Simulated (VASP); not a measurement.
KI: single point with r2SCAN

The system is KI.

```
K I
1.0
     0.00000    3.88658    3.88658
     3.88658    0.00000    3.88658
     3.88658    3.88658    0.00000
K I
1 1
Cartesian
  0.0000 0.0000 0.0000
  1.9433 1.9433 1.9433
```

This cell differs from its parent crystal: strain -2.0%.

| Quantity | Value |
| --- | --- |
| Program | VASP 6.6.1 |
| Task | single point |
| Functional | r2SCAN |
| Potentials or basis | VASP PAW PBE potentials, release 64 (K_sv, I) |
| Cutoff | 520 eV |
| k mesh | 6 × 6 × 6 |
| Occupations | gaussian, width 0.01 eV |
| Spin | no spin polarisation |

```
Pressure               : 0.6 GPa
Band gap on the k mesh : 4.55 eV (least direct gap 4.56 eV)
```

Levels at points of the mesh, in eV from the valence-band top:
| k point | band 6 | band 7 | band 8 | band 9 | band 10 | band 11 |
| --- | --- | --- | --- | --- | --- | --- |
| (0.00, 0.00, 0.00) | -0.01 | -0.01 | -0.01 | 4.55 | 8.25 | 8.25 |
| (0.50, 0.00, 0.00) | -0.50 | -0.01 | -0.01 | 6.40 | 7.11 | 7.78 |
| (0.50, 0.50, 0.00) | -0.52 | -0.06 | -0.06 | 5.69 | 6.89 | 9.10 |

It took 3.6 min on 1 thread of Intel(R) Xeon(R) Platinum 8175M CPU @ 2.50GHz (Skylake/Cascade Lake), on a shared host, peak memory 0.29 GiB.

Caveat: the cell differs from its parent crystal (strain -2.0%); the PAW data sets were made with another functional, which shifts forces and pressure a little; spin-orbit coupling is left out, which moves the levels of the heavy elements. A k mesh can miss the band edges.
